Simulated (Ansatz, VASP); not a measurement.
**Two plane-wave programs on MgIn2N2**

POSCAR

```
MgIn2N2
1.0
    1.6526086365      0.9541340411      7.6934971901
   -1.6526086365      0.9541340411      7.6934971901
    0.0000000000     -1.9082680822      7.6934971901
Mg In N
1 2 2
Direct
    0.0000000000      0.0000000000      0.0000000000
    0.4391451762      0.4391451762      0.4391451762
    0.5608548238      0.5608548238      0.5608548238
    0.2768625335      0.2768625335      0.2768625335
    0.7231374665      0.7231374665      0.7231374665
```

The input INCAR.step1:

```
ALGO = Normal ; EDIFF = 1E-4
ENCUT = 520 ; GGA = PE
ISMEAR = 0 ; LASPH = T
LCHARG = F ; LREAL = F
LWAVE = T ; NBANDS = 27
NELM = 80 ; PREC = Accurate
SIGMA = 0.01
```

Contents of INCAR.step2:

```
ALGO = Normal ; EDIFF = 1E-6
ENCUT = 520 ; ISIF = 2
ISMEAR = 0 ; ISTART = 1
LASPH = T ; LCHARG = F
LMIXTAU = T ; LREAL = F
LWAVE = F ; METAGGA = R2SCAN
NBANDS = 27 ; NELM = 80
PREC = Accurate ; SIGMA = 0.01
```

Contents of KPOINTS:

```
k-points
0
Gamma
  8 8 8
```

Input for Ansatz:

```yaml
crystal:
  lattice:
    - [1.6526086365, 0.9541340411, 7.6934971901]
    - [-1.6526086365, 0.9541340411, 7.6934971901]
    - [0.0, -1.9082680822, 7.6934971901]
  atoms:
    - { symbol: Mg, position: [0.0, 0.0, 0.0] }
    - { symbol: In, position: [0.4391451762, 0.4391451762, 0.4391451762] }
    - { symbol: In, position: [0.5608548238, 0.5608548238, 0.5608548238] }
    - { symbol: "N", position: [0.2768625335, 0.2768625335, 0.2768625335] }
    - { symbol: "N", position: [0.7231374665, 0.7231374665, 0.7231374665] }
kpoints:
  mp_grid: { grid: [8, 8, 8] }
hamiltonian:
  xc: r2scan
scf:
  occupations: { method: fixed }
  n_extra_bands: 5
output:
  forces: true
  stress: true
  eigenvalues: true
```

Alike in both runs: task single point; functional r2SCAN; k mesh 8 × 8 × 8; no spin polarisation.

|  | VASP | Ansatz |
| --- | --- | --- |
| version | VASP 6.6.1 | Ansatz 0.2.0 |
| potentials or method | VASP PAW PBE potentials, release 64 (Mg, In_d, N) | plane waves, PAW |
| plane-wave cutoff (eV) | 520 | 500 |
| occupations | gaussian, width 0.01 eV | fixed |
| valence electrons in the cell | 38 | 46 |

```csv
,VASP,Ansatz,Ansatz less VASP
gap on the k mesh at the Fermi level (eV),0.63,0.61,-0.017
pressure (GPa),0.1,0.0,-0.13
"traceless stress, the component that is largest in VASP (GPa)",-0.15,0.00,+0.154
rms of the force components (eV/Å),0.025,0.000,-0.0252
```

VASP's potentials were made for PBE, not for r2SCAN. Atom by atom the forces differ by 0.025 eV/Å (rms over components). VASP's potentials hold 38 valence electrons a cell and Ansatz's 46, so a difference there can come from the potentials and not from the codes.
